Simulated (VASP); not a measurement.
# AlGa3N4 (Pm) in VASP: a series of runs

The runs below take AlGa3N4 through single point, with PBEsol.

Program: VASP 6.6.1. These are calculated values, not measurements. Logs are shortened: lines on timing, memory, paths and dates and some standing lists are left out, and cuts for length are marked.

### Step 1. The cell of the first run

The structure is monoclinic, space group Pm (No. 6). The conventional cell has a = 5.181 Å, b = 3.189 Å, c = 5.314 Å, α = 90.00°, β = 90.03°, γ = 90.00°. Within 2.5 Å of Al (site symmetry m) lie 4 N at 1.86 to 1.91 Å. Within 2.5 Å of Ga (site symmetry m) lie 4 N at 1.91 to 1.96 Å. Within 2.5 Å of Ga (site symmetry m) lie 4 N at 1.90 to 1.97 Å. Ga (site symmetry m) has 4 N at 1.92 to 1.96 Å within 2.5 Å. N (site symmetry m) has 1 Al at 1.86 Å and 3 Ga at 1.94 to 1.96 Å within 2.5 Å. N (site symmetry m) has 2 Al at 1.90 Å and 2 Ga at 1.92 to 1.97 Å within 2.5 Å. N (site symmetry m) has 4 Ga at 1.90 to 1.96 Å within 2.5 Å. N (site symmetry m) has 1 Al at 1.91 Å and 3 Ga at 1.91 to 1.94 Å within 2.5 Å.

### Step 2. Single point, PBEsol (uniaxial strain along c: -3.0 %)

File INCAR:

```
  PREC = Accurate
  ENCUT = 520
  EDIFF = 1E-6
  ISMEAR = 0
  SIGMA = 0.02
  LREAL = F
  LASPH = T
  NELM = 80
  ALGO = Normal
  ISIF = 2
  LWAVE = F
  LCHARG = F
  GGA = PS
  NBANDS = 41
```

File KPOINTS:

```
Automatic mesh
0
Gamma
  6 8 6
```

File POSCAR:

```
AlGa3N4
1.0
    5.1809187612      0.0000000000      0.0001216566
    0.0000000000      3.1887221871      0.0000000000
   -0.0033525548      0.0000000000      5.3141393946
Al Ga N
1 3 4
Direct
    0.0001744703      0.5000000000      0.6678995561
    0.4984564793      0.5000000000      0.3343105357
    0.4983816269      0.0000000000      0.8307909683
    0.9990550348      0.0000000000      0.1668708266
    0.1203683609      0.5000000000      0.3381288902
    0.1181951540      0.0000000000      0.8243188193
    0.6209869378      0.0000000000      0.1683048548
    0.6319819459      0.5000000000      0.6693765490
```

Potentials or basis: VASP PAW PBE potentials, release 64 (Al, Ga_d, N).

On the command line:

```bash
$ cat potpaw_PBE.64/Al/POTCAR potpaw_PBE.64/Ga_d/POTCAR potpaw_PBE.64/N/POTCAR > POTCAR
$ mpirun -np 1 vasp_std > vasp.out
```

OUTCAR:

```text
PREC = Accurate
   ENCUT = 520
   EDIFF = 1E-6
   ISMEAR = 0
   LREAL = F
   LASPH = T
   NELM = 80
   ISIF = 2
   GGA = PS

 ion  position               nearest neighbor table
   1  0.000  0.500  0.668-   5 1.86   6 1.90   6 1.90   8 1.91   4 3.09   4 3.09   4 3.10   4 3.10
                             2 3.13
   2  0.498  0.500  0.334-   8 1.91   7 1.93   7 1.93   5 1.96   1 3.13
   3  0.498  0.000  0.831-   7 1.90   8 1.94   8 1.94   6 1.97
   4  0.999  0.000  0.167-   6 1.92   5 1.94   5 1.94   7 1.96   1 3.09   1 3.09   1 3.10   1 3.10

   5  0.120  0.500  0.338-   1 1.86   4 1.94   4 1.94   2 1.96
   6  0.118  0.000  0.824-   1 1.90   1 1.90   4 1.92   3 1.97
   7  0.621  0.000  0.168-   3 1.90   2 1.93   2 1.93   4 1.96
   8  0.632  0.500  0.669-   1 1.91   2 1.91   3 1.94   3 1.94

  LATTYP: Found a simple monoclinic cell.
 ALAT       =     5.1809187626
 B/A-ratio  =     0.6154742688
 C/A-ratio  =     1.0257139121
 COS(beta)  =    -0.0006073927

  Lattice vectors:

 A1 = (   5.1809187612,   0.0000000000,   0.0001216566)
 A2 = (   0.0000000000,   3.1887221871,   0.0000000000)
 A3 = (  -0.0033525548,   0.0000000000,   5.3141393946)

Analysis of symmetry for initial positions (statically):
=====================================================================
 Subroutine PRICEL returns:
 Original cell was already a primitive cell.

 Routine SETGRP: Setting up the symmetry group for a
 simple monoclinic supercell.

 Subroutine GETGRP returns: Found  2 space group operations
 (whereof  2 operations were pure point group operations)
 out of a pool of  4 trial point group operations.

The static configuration has the point symmetry C_1h.

Analysis of symmetry for dynamics (positions and initial velocities):
=====================================================================
 Subroutine PRICEL returns:
 Original cell was already a primitive cell.

 Routine SETGRP: Setting up the symmetry group for a
 simple monoclinic supercell.

 Subroutine GETGRP returns: Found  2 space group operations
 (whereof  2 operations were pure point group operations)
 out of a pool of  4 trial point group operations.

The dynamic configuration has the point symmetry C_1h.

 Subroutine INISYM returns: Found  2 space group operations
 (whereof  2 operations are pure point group operations),
 and found     1 'primitive' translations

----------------------------------------------------------------------------------------

                                     Primitive cell

  volume of cell :      87.7923

  direct lattice vectors                    reciprocal lattice vectors
     5.180918761  0.000000000  0.000121657     0.193015956  0.000000000  0.000121769
     0.000000000  3.188722187  0.000000000     0.000000000  0.313605244  0.000000000
    -0.003352555  0.000000000  5.314139395    -0.000004419  0.000000000  0.188177221

  length of vectors
     5.180918763  3.188722187  5.314140452     0.193015994  0.313605244  0.188177221

  position of ions in fractional coordinates (direct lattice)
     0.000174470  0.500000000  0.667899556
     0.498456479  0.500000000  0.334310536
     0.498381627  0.000000000  0.830790968
     0.999055035  0.000000000  0.166870827
     0.120368361  0.500000000  0.338128890
     0.118195154  0.000000000  0.824318819
     0.620986938  0.000000000  0.168304855
     0.631981946  0.500000000  0.669376549

  ion indices of the primitive-cell ions
   primitive index   ion index
                 1           1
                 2           2
                 3           3
                 4           4
                 5           5
                 6           6
                 7           7
                 8           8

----------------------------------------------------------------------------------------

 KPOINTS: Automatic mesh

Automatic generation of k-mesh.
 Grid dimensions read from file:
 generate k-points for:    6    8    6

 Generating k-lattice:

  Cartesian coordinates                     Fractional coordinates (reciprocal lattice)
     0.032169326  0.000000000  0.000020295     0.166666667  0.000000000  0.000000000
     0.000000000  0.039200656  0.000000000     0.000000000  0.125000000  0.000000000
    -0.000000736  0.000000000  0.031362870    -0.000000000  0.000000000  0.166666667

  Length of vectors
     0.032169332  0.039200656  0.031362870

  Shift w.r.t. Gamma in fractional coordinates (k-lattice)
     0.000000000  0.000000000  0.000000000

 Subroutine IBZKPT returns following result:
 ===========================================

 Found    100 irreducible k-points:

 Following reciprocal coordinates:
            Coordinates               Weight
  0.000000  0.000000  0.000000      1.000000
  0.166667  0.000000  0.000000      2.000000
  0.333333  0.000000  0.000000      2.000000
  0.500000  0.000000  0.000000      1.000000
  0.000000  0.125000  0.000000      2.000000
  0.166667  0.125000  0.000000      4.000000
[... 16 lines left out ...]
  0.333333  0.000000  0.166667      2.000000
  0.500000  0.000000  0.166667      2.000000
 [... further k-points ...]
   k-points           NKPTS =    100   k-points in BZ     NKDIM =    100   number of bands    NBANDS=     41
   number of dos      NEDOS =    301   number of ions     NIONS =      8
   total plane-waves  NPLWV =  38400
   dimension x,y,z NGX =    40 NGY =   24 NGZ =   40
   dimension x,y,z NGXF=    80 NGYF=   48 NGZF=   80
   ions per type =               1   3   4
   NGX,Y,Z   is equivalent  to a cutoff of  12.84, 12.51, 12.51 a.u.
   NGXF,Y,Z  is equivalent  to a cutoff of  25.67, 25.03, 25.03 a.u.
 SYSTEM =  unknown system
   PREC   = accura    normal or accurate (medium, high low for compatibility)
   ISTART =      0    job   : 0-new  1-cont  2-samecut
   ICHARG =      2    charge: 1-file 2-atom 10-const
   ISPIN  =      1    spin polarized calculation?
   LNONCOLLINEAR =      F non collinear calculations
   LSORBIT =      F    spin-orbit coupling
   LASPH  =      T    aspherical Exc in radial PAW
   ENCUT  =  520.0 eV  38.22 Ry    6.18 a.u.   9.63  5.93  9.88*2*pi/ulx,y,z
   NELM   =     80;   NELMIN=  2; NELMDL= -5     # of ELM steps
   EDIFF  = 0.1E-05   stopping-criterion for ELM
   LREAL  =      F    real-space projection
   EDIFFG = 0.1E-04   stopping-criterion for IOM
   NSW    =      0    number of steps for IOM
   IBRION =     -1    ionic relax: 0-MD 1-quasi-New 2-CG
   NFREE  =      0    steps in history (QN), initial steepest desc. (CG)
   ISIF   =      2    stress and relaxation
   ISYM   =      2    0-nonsym 1-usesym 2-fastsym
   POTIM  = 0.5000    time-step for ionic-motion
   TEBEG  =    0.0;   TEEND  =   0.0 temperature during run
   PSTRESS=    0.0 pullay stress
   NELECT =      62.0000    total number of electrons
   NUPDOWN=      -1.0000    fix difference up-down
   EMIN   =  10.00;   EMAX   =-10.00  energy-range for DOS
   EFERMI =   0.00;   METHOD = LEGACY
   ISMEAR =     0;   SIGMA  =   0.02  broadening in eV -4-tet -1-fermi 0-gaus
   EFERMI_NEDOS =   21; number of points for ismear=-14 and -15
   IALGO  =     38    algorithm
   IMIX   =      4    mixing-type and parameters
     AMIX     =   0.40;   BMIX     =  1.00
     AMIX_MAG =   1.60;   BMIX_MAG =  1.00
  volume/ion in A,a.u.               =      10.97        74.06
  Fermi-wavevector in a.u.,A,eV,Ry     =   1.457874  2.754982 28.917767  2.125396
  Thomas-Fermi vector in A             =   2.574624
   LORBIT       =      0    0 simple, 1 ext, 2 COOP (PROOUT), +10 PAW based schemes
   GGA     = PS    functional components
   LHFCALC =     F    Hartree Fock is set to
   AEXX    =    0.0000 exact exchange contribution
   IVDW    =     0    specifies the selected vdW correction
   LEPSILON=     F    determine dielectric tensor
   LRPA    =     F    only Hartree local field effects (RPA)
 non-spin polarized calculation
 Gauss-broadening in eV      SIGMA  =   0.02
  energy-cutoff  :      520.00
  volume of cell :       87.79
 maximum number of plane-waves:      2392
 NGX is ok and might be reduce to    40
   NGX = 19   NGY = 11   NGZ = 19

 number of electron      61.9999990 magnetization

 Free energy of the ion-electron system (eV)
  ---------------------------------------------------
  ext. energy  EPLUGINS =         0.00000000
  ---------------------------------------------------
  free energy    TOTEN  =       -54.94385852 eV

  energy without entropy =      -54.94385852  energy(sigma->0) =      -54.94385852

 E-fermi :   5.7897     XC(G=0): -11.8171

 val. band max:        5.7007960451   @ k =   0.0000   0.0000   0.0000
 cond. band min:       8.0352811710   @ k =   0.0000   0.0000   0.0000
 fundamental gap:      2.3344851258
 Fermi energy:         5.7896616085

 k-point     1 :       0.0000    0.0000    0.0000
  band No.  band energies     occupation
      1     -10.3537      2.00000
      2      -9.3383      2.00000
      3      -9.1312      2.00000
      4      -8.8516      2.00000
      5      -7.6598      2.00000
      6      -7.6400      2.00000
[... 33 lines left out ...]
     40      15.8537      0.00000
     41      16.0186      0.00000

 k-point     2 :       0.1667    0.0000    0.0000
  band No.  band energies     occupation
      1     -10.2684      2.00000
      2      -9.3489      2.00000
      3      -9.1457      2.00000
      4      -8.8501      2.00000
      5      -7.6588      2.00000
      6      -7.6384      2.00000
[... 33 lines left out ...]
     40      15.8426      0.00000
     41      16.0141      0.00000

 k-point     3 :       0.3333    0.0000    0.0000
  band No.  band energies     occupation
      1     -10.0398      2.00000
      2      -9.4408      2.00000
      3      -9.1650      2.00000
      4      -8.8427      2.00000
      5      -7.6566      2.00000
      6      -7.6337      2.00000
[... 33 lines left out ...]
     40      15.7726      0.00000
     41      15.8211      0.00000

 k-point     4 :       0.5000    0.0000    0.0000
  band No.  band energies     occupation
      1      -9.8213      2.00000
      2      -9.6020      2.00000
      3      -9.1658      2.00000
      4      -8.8368      2.00000
      5      -7.6554      2.00000
      6      -7.6350      2.00000
[... 825 lines left out ...]
     40      15.8072      0.00000
     41      16.0388      0.00000

 k-point    23 :       0.3333    0.0000    0.1667
  band No.  band energies     occupation
      1      -9.9704      2.00000
      2      -9.4081      2.00000
      3      -9.1858      2.00000
      4      -8.8678      2.00000
      5      -7.6421      2.00000
      6      -7.6280      2.00000
[... 33 lines left out ...]
     40      15.8522      0.00000
     41      16.0735      0.00000

 k-point    24 :       0.5000    0.0000    0.1667
  band No.  band energies     occupation
      1      -9.7667      2.00000
      2      -9.5474      2.00000
      3      -9.1852      2.00000
      4      -8.8631      2.00000
      5      -7.6399      2.00000
      6      -7.6283      2.00000
[... 33 lines left out ...]
     40      15.7490      0.00000
     41      16.1908      0.00000

 [... further k-points ...]
[... 5 lines left out ...]
  --------------------------------------------------------------------------------------
  -------------------------------------------------------------------------------------
  Total       -0.8918240      0.0936073      5.7447559      0.0000000      0.0000000     -0.0139872
  in kB      -16.2754625      1.7082981    104.8396955      0.0000000      0.0000000     -0.2552606
  external PRESSURE =      30.0908437 kB  Pullay stress =       0.0000000 kB

 VOLUME and BASIS-vectors are now :
 -----------------------------------------------------------------------------
  energy-cutoff  :      520.00
  volume of cell :       87.79
      direct lattice vectors                 reciprocal lattice vectors
     5.180918761  0.000000000  0.000121657     0.193015956  0.000000000  0.000121769
     0.000000000  3.188722187  0.000000000     0.000000000  0.313605244  0.000000000
    -0.003352555  0.000000000  5.314139395    -0.000004419  0.000000000  0.188177221

 POSITION                                       TOTAL-FORCE (eV/Angst)
 -----------------------------------------------------------------------------------
     -0.00134      1.59436      3.54931        -0.134930      0.000000      0.186343
      2.58134      1.59436      1.77663        -0.131890      0.000000     -0.170510
      2.57929      0.00000      4.41500        -0.120148      0.000000     -0.185072
      5.17546      0.00000      0.88690        -0.124065      0.000000      0.172425
      0.62249      1.59436      1.79688         0.142782      0.000000     -0.221550
      0.60960      0.00000      4.38056         0.111188      0.000000     -0.187282
      3.21672      0.00000      0.89447         0.120264      0.000000      0.210479
      3.27200      1.59436      3.55724         0.136801      0.000000      0.195166
 -----------------------------------------------------------------------------------
    total drift:                               -0.000698      0.000000     -0.000738

  FREE ENERGIE OF THE ION-ELECTRON SYSTEM (eV)
  ---------------------------------------------------
  free  energy   TOTEN  =       -54.9438585230 eV

  energy  without entropy=      -54.9438585230  energy(sigma->0) =      -54.94385852
```

Run time: 4 min. Hardware: 1 thread of Oxide Virtual Turin-like, shared host; peak memory 0.36 GiB.

What came out:

```
Free energy            : -54.9439 eV
Pressure               : 3.0 GPa
Largest force          : 0.264 eV/Å
Band gap on the k mesh : 2.33 eV, direct
```

Forces on the atoms (eV/Å):
```
Al  -0.135  0.000  0.186
Ga  -0.132  0.000 -0.171
Ga  -0.120  0.000 -0.185
Ga  -0.124  0.000  0.172
N    0.143  0.000 -0.222
N    0.111  0.000 -0.187
N    0.120  0.000  0.210
N    0.137  0.000  0.195
```

Caveat: the cell differs from its parent crystal (uniaxial strain along c: -3.0 %); the PAW data sets were made with another functional, which shifts forces and pressure a little.

[end of part 1 of 2]
